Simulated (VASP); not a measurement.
# PtS2: single point with PBE

The system is PtS2.

```
CELL_PARAMETERS angstrom
3.55712 0.00000 0.00000
-1.77856 3.08056 0.00000
0.00000 0.00000 5.36093
ATOMIC_POSITIONS crystal
Pt 0.00000 0.00000 0.00000
S 0.33333 0.66667 0.18923
S 0.66667 0.33333 0.81077
```

This cell differs from its parent crystal: strained.

```yaml
Program: VASP 6.6.1
Task: single point
Functional: PBE
Potentials_or_basis: VASP PAW PBE potentials, release 64 (Pt, S)
Cutoff: 520 eV
k_mesh: 12 × 12 × 8
Occupations: gaussian, width 0.05 eV
Spin: no spin polarisation
Dipole_correction: no
Further_INCAR_settings: ALGO = Normal; EDIFF = 1e-07; NBANDS = 18
```

* Pressure: 20.2 GPa
* Largest force: 3.092 eV/Å
* Band gap on the k mesh: 1.12 eV (least direct gap 1.15 eV)

Forces in eV/Å, atoms in the order of the input:
```
Pt   0.000  0.000  0.000
S    0.000  0.000  3.092
S    0.000  0.000 -3.092
```

Stress tensor (GPa, compression positive):
```
21.51  0.00  0.00
 0.00 21.51  0.00
 0.00  0.00 17.49
```

Levels at points of the mesh, in eV from the valence-band top:
```
           k point  band 8  band 9  band 10  band 11  band 12  band 13  band 14  band 15
(0.00, 0.00, 0.00)   -1.24   -1.22    -1.22    -0.75     3.13     3.13     5.39     5.77
(0.50, 0.00, 0.00)   -3.65   -3.63    -2.20    -2.06     2.27     3.18     5.51     6.60
(0.00, 0.00, 0.50)   -2.02   -1.27    -1.27    -0.68     3.30     3.30     5.25     7.51
(0.50, 0.00, 0.50)   -3.66   -3.59    -2.30    -1.38     2.50     2.88     5.65     5.97
```

It took 70 s on 1 thread of Intel(R) Xeon(R) Platinum 8488C (Sapphire Rapids), on a shared host, peak memory 0.27 GiB.

Caveat: the cell differs from its parent crystal (strained); the cell stands under pressure; spin-orbit coupling is left out, which moves the levels of the heavy elements; this functional lacks dispersion, which binds layers or chains, so the pressure and a relaxed spacing across them are unreliable; forces of over 1 eV/Å act on the atoms, so gaps and moduli don't describe the material at rest. A k mesh can miss the band edges.
